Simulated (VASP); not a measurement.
**AlRu: single point with PBE**

The system is AlRu, a slab with vacuum.

```
CELL_PARAMETERS angstrom
3.00436 0.00000 0.00000
0.00000 4.24880 0.00000
0.00000 0.00000 20.24880
ATOMIC_POSITIONS crystal
Ru 0.75000 0.25000 0.39509
Ru 0.75000 0.75000 0.50000
Ru 0.75000 0.25000 0.60491
Al 0.25000 0.75000 0.39509
Al 0.25000 0.25000 0.50000
Al 0.25000 0.75000 0.60491
```

```json
{
 "Program": "VASP 6.6.1",
 "Task": "single point",
 "Functional": "PBE",
 "Potentials or basis": "VASP PAW PBE potentials, release 64 (Ru_pv, Al)",
 "Cutoff": "520 eV",
 "k mesh": "12 × 9 × 1",
 "Occupations": "fermi-dirac, width 0.1 eV",
 "Spin": "no spin polarisation",
 "Dipole correction": "yes",
 "k mesh for the DOS": "18 × 14 × 1",
 "Occupations for the DOS": "tetrahedron",
 "Further INCAR settings": "ALGO = Normal; EDIFF = 1e-06"
}
```

```json
{"Valence electrons inside the program's atomic spheres": "Ru 12.62, 12.76 (each value once); Al 0.79, 0.80 (each value once)"}
```

Levels at points of the mesh, in eV from the Fermi level:
```
           k point  band 22  band 23  band 24  band 25  band 26  band 27  band 28  band 29
(0.00, 0.00, 0.00)    -0.58    -0.37    -0.28    -0.21    -0.06     0.00     0.16     0.36
(0.50, 0.00, 0.00)    -0.60    -0.24    -0.04     0.68     0.87     1.81     2.25     2.59
(0.00, 0.50, 0.00)    -1.27    -1.26    -0.60    -0.11     0.15     0.35     0.53     0.65
(0.50, 0.50, 0.00)    -0.88    -0.87    -0.24    -0.22     0.04     0.77     0.99     1.81
```

Run time: 11 min on 1 thread of Intel(R) Xeon(R) Platinum 8488C (Sapphire Rapids), on a shared host, peak memory 0.66 GiB.
